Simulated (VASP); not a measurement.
Write the native input for VASP 6.6.1 that does the following.

```yaml
Task: single point
Functional: PBEsol
Potentials_or_basis: VASP PAW PBE potentials, release 64 (B, N)
Cutoff: 520 eV
k_mesh: 17 × 17 × 17
Occupations: fermi-dirac, width 0.08 eV
Spin: no spin polarisation
Dipole_correction: no
Further_INCAR_settings: ALGO = Normal; EDIFF = 1e-06; NBANDS = 11
```

The structure of BN (zincblende type) lies in POSCAR:

```
BN
1.0
    0.0000000000      1.6735939367      1.6735939367
    1.6735939367      0.0000000000      1.6735939367
    1.6735939367      1.6735939367      0.0000000000
B N
1 1
Direct
    0.0000000000      0.0000000000      0.0000000000
    0.2500000000      0.2500000000      0.2500000000
```

This cell differs from its parent crystal: volume scaled by 0.8.

The input as run:

INCAR

```
SYSTEM = BN
  PREC = Accurate
  ENCUT = 520
  EDIFF = 1E-6
  ISMEAR = -1
  SIGMA = 0.08
  LREAL = .False.
  LASPH = .True.
  NELM = 60
  ALGO = Normal
  ISIF = 2
  LWAVE = .False.
  LCHARG = .False.
  GGA = PS
  NBANDS = 11
```

KPOINTS

```
regular mesh
0
Gamma
  17 17 17
  0 0 0
```

Potentials or basis: VASP PAW PBE potentials, release 64 (B, N).

The run is started by

```console
$ cat potpaw_PBE.64/B/POTCAR potpaw_PBE.64/N/POTCAR > POTCAR
$ mpirun -np 1 vasp_std > vasp.out
```

Results of the run:

```
Pressure               : 130.3 GPa
Band gap on the k mesh : 4.54 eV, indirect (least direct gap 9.85 eV)
```

Caveat: the PAW data sets were made with another functional, which shifts forces and pressure a little.

Wall time 12 s on 1 thread of Intel(R) Xeon(R) Platinum 8488C (Sapphire Rapids), with other jobs on the host, peak memory 0.12 GiB.
